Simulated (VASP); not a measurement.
Here is a VASP 6.6.1 calculation.

Contents of INCAR:

```
ALGO = Normal ; EDIFF = 1E-6
ENCUT = 520 ; GGA = PE
ISIF = 2 ; ISMEAR = -1
LASPH = True ; LCHARG = True
LELF = True ; LREAL = Auto
LVHAR = True ; LWAVE = False
NBANDS = 77 ; NELM = 80
PREC = Accurate ; SIGMA = 0.02
```

The input KPOINTS:

```
k-points
0
Gamma
  2 2 1
```

Contents of POSCAR:

```
Sr3Ti3HNO9
1.0
    5.5333950000      0.0000000000      0.0000000000
    2.7666980000      4.7920610000      0.0000000000
    0.0000000000      0.0000000000     18.6474980000
Sr Ti O N H
3 3 9 1 1
Direct
    0.0000000000      0.0000000000      0.0536264972
    0.6662721875      0.6663729865      0.1593082353
    0.3296059776      0.3298372037      0.2965491671
    0.3333289206      0.3333430021      0.1141976259
    0.9991744300      0.0000626035      0.2447030695
    0.6566082083      0.6690023353      0.3527175603
    0.5000004518      0.0000000000      0.0536264972
    0.4999947788      0.4999936353      0.0536264972
   -0.0000056730      0.4999936353      0.0536264972
    0.1530981188      0.6732385084      0.1911355615
    0.1577020636      0.1611206535      0.1919077830
    0.6718186227      0.1562375771      0.1917576288
    0.7924565671      0.3502459589      0.3128194463
    0.8260190459      0.8259702871      0.3299370243
    0.3575995021      0.7829407848      0.3068025534
    0.2120793696      0.1654611659      0.3923153658
    0.0976784043      0.0671944702      0.4080225669
```

Potentials or basis: VASP PAW PBE potentials, release 64 (Sr_sv, Ti_sv, O, N, H).

The run is started by

```bash
$ cat potpaw_PBE.64/Sr_sv/POTCAR potpaw_PBE.64/Ti_sv/POTCAR potpaw_PBE.64/O/POTCAR potpaw_PBE.64/N/POTCAR potpaw_PBE.64/H/POTCAR > POTCAR
$ mpirun -np 1 vasp_std > vasp.out
```

Question: Predict the band gap on the k mesh.

Answer: Zero (bands 63 and 64 overlap by 0.02 eV).

Question: Predict the largest force.

Answer: 6.005 eV/Å.

Forces on the atoms (eV/Å):
```
Sr  -0.033 -0.025 -0.698
Sr  -0.069 -0.045 -0.282
Sr   0.932  0.670 -1.120
Ti   0.142  0.126 -4.247
Ti  -0.309  0.001 -1.090
Ti  -1.752 -0.916  5.578
O   -0.058  1.569  2.126
O   -1.427 -0.829  2.290
O    1.325 -0.837  2.101
O   -0.204 -0.528 -0.418
O    0.434  0.267 -0.319
O   -0.582  0.143 -0.380
O    0.336 -3.362 -1.444
O    4.832  2.564 -2.477
O   -3.034  2.155 -2.064
N   -1.457 -1.528  2.374
H    0.923  0.573  0.071
```

Caveat: the k points lie up to 0.66 Å⁻¹ apart; there is no dipole correction, which matters where the two faces differ; semilocal functionals often make such compounds metallic where correlation or magnetic order opens a gap, which also shifts bond lengths.
